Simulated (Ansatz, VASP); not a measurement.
# CaO in VASP and in Ansatz

INCAR

```
PREC = Accurate
ENCUT = 600
EDIFF = 1E-7
ISMEAR = 0
SIGMA = 0.1
LREAL = False
LASPH = True
NELM = 80
ALGO = Normal
ISIF = 3
LWAVE = False
LCHARG = False
GGA = PE
IBRION = 2
NSW = 90
EDIFFG = -0.04
```

KPOINTS

```
Automatic mesh
0
Gamma
  6 6 6
```

The input POSCAR:

```
CaO
1.0
    3.4219345700      0.0000000000      0.0000000000
    0.0000000000      3.4219345700      0.0000000000
    0.0000000000      0.0000000000      3.4219345700
Ca O
1 1
Direct
    0.5000000000      0.5000000000      0.5000000000
    0.0000000000      0.0000000000      0.0000000000
```

Input for Ansatz:

```yaml
crystal:
  lattice:
    - [3.42193457, 0.0, 0.0]
    - [0.0, 3.42193457, 0.0]
    - [0.0, 0.0, 3.42193457]
  atoms:
    - { symbol: Ca, position: [0.5, 0.5, 0.5] }
    - { symbol: O, position: [0.0, 0.0, 0.0] }
basis:
  ecutwfc: 420
kpoints:
  mp_grid: { grid: [6, 6, 6] }
hamiltonian:
  xc: pbe
scf:
  occupations: { method: gaussian, width: 0.1 }
  lower_state_search: "off"
output:
  forces: true
  stress: true
  eigenvalues: true
relax:
  adjacent_minimum: "off"
  f_tol: 0.04
  max_steps: 70
  cell: { stress_tol: 0.4 }
```

Change from the starting cell: species swapped into the SrCd type (Pm-3m, No. 221).

Alike in both runs: task relaxation of cell and atoms; functional PBE; k mesh 6 × 6 × 6; occupations gaussian, width 0.1 eV; no spin polarisation.

|  | VASP | Ansatz |
| --- | --- | --- |
| version | VASP 6.6.1 | Ansatz 0.2.0 |
| potentials or method | VASP PAW PBE potentials, release 64 (Ca_sv, O), cutoff 600 eV | scalar-relativistic, plane waves, PAW |
| valence electrons in the cell | 16 | 16 |

```csv
,VASP,Ansatz,Ansatz less VASP
"gap on the k mesh at the Fermi level, each at its own relaxed structure (eV)",2.77,2.78,+0.009
relaxed volume (Å³/atom),12.69,12.63,-0.055
relaxed cell length with the largest relative difference (Å),2.939,2.934,-0.0043
```

Noted on VASP's run: the volume moved by over 15 % at a fixed basis, so the end points are rough.
